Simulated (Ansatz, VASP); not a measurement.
**CaZn2Re2: VASP beside Ansatz**

```xyz
5
Lattice="3.9911 0.0000 0.0000 -1.9955 3.4564 0.0000 0.0000 0.0000 6.7078" Properties=species:S:1:pos:R:3 pbc="T T T"
Zn   -0.0002    2.3044    4.2306
Zn    1.9957    1.1520    2.4772
Ca    0.0000    0.0000    0.0000
Re   -0.0002    2.3044    1.7246
Re    1.9957    1.1520    4.9832
```

Alike in both runs: task single point; functional PBEsol; k mesh 5 × 5 × 3; no spin polarisation.

|  | VASP | Ansatz |
| --- | --- | --- |
| version | VASP 6.6.1 | Ansatz 0.2.0 |
| potentials or method | VASP PAW PBE potentials, release 64 (Zn, Ca_sv, Re), cutoff 520 eV | PAW plane waves |
| occupations | fermi-dirac, width 0.1 eV | fermi-dirac |
| valence electrons in the cell | 48 | 64 |

VASP gave:

* gap on the k mesh at the Fermi level (eV): none
* pressure (GPa): 7.6
* traceless stress, the component that is largest in VASP (GPa): -1.04
* rms of the force components (eV/Å): 0.348

Question: Which values does Ansatz return?

Answer: gap on the k mesh at the Fermi level (eV): none; pressure (GPa): 7.2; traceless stress, the component that is largest in VASP (GPa): -1.02; rms of the force components (eV/Å): 0.330.

VASP's potentials were made for PBE, not for PBEsol. Atom by atom the forces differ by 0.019 eV/Å (rms over components). A gap of «none» marks a metal or a gap that the smearing closes. VASP's potentials hold 48 valence electrons a cell and Ansatz's 64, so a difference there can come from the potentials and not from the codes. Ansatz's warnings: structure snapped to symmetry.

The k mesh is coarse, so the values compare programs but aren't converged. Neither program's run includes spin-orbit coupling.
